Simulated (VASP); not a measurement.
A run of VASP 6.6.1 is set up as follows.

Contents of INCAR:

```
ALGO = Normal
EDIFF = 1E-6
ENCUT = 520
GGA = PE
ISIF = 2
ISMEAR = -1
LASPH = True
LCHARG = False
LREAL = False
LWAVE = False
NBANDS = 26
NELM = 60
PREC = Accurate
SIGMA = 0.02
```

Contents of KPOINTS:

```
k-points
0
Gamma
  8 8 8
```

File POSCAR:

```
NbP
1.0
   -1.6725842986      1.6725842986      5.7225278345
    1.6725842986     -1.6725842986      5.7225278345
    1.6725842986      1.6725842986     -5.7225278345
Nb P
2 2
Direct
    0.7499687201      0.7499687201      0.0000000000
    0.4999687201      0.9999687201      0.5000000000
    0.3326598549      0.3326598549      0.0000000000
    0.0826598549      0.5826598549      0.5000000000
```

Potentials or basis: VASP PAW PBE potentials, release 64 (Nb_sv, P).

Command:

```console
$ cat potpaw_PBE.64/Nb_sv/POTCAR potpaw_PBE.64/P/POTCAR > POTCAR
$ mpirun -np 1 vasp_std > vasp.out
```

(1) What does it give for the largest force?

(2) Predict the band gap on the k mesh.

(3) Estimate the pressure.

Results:

(1) 0.009 eV/Å.

(2) zero (bands 18 and 19 overlap by 0.04 eV).

(3) -0.3 GPa.
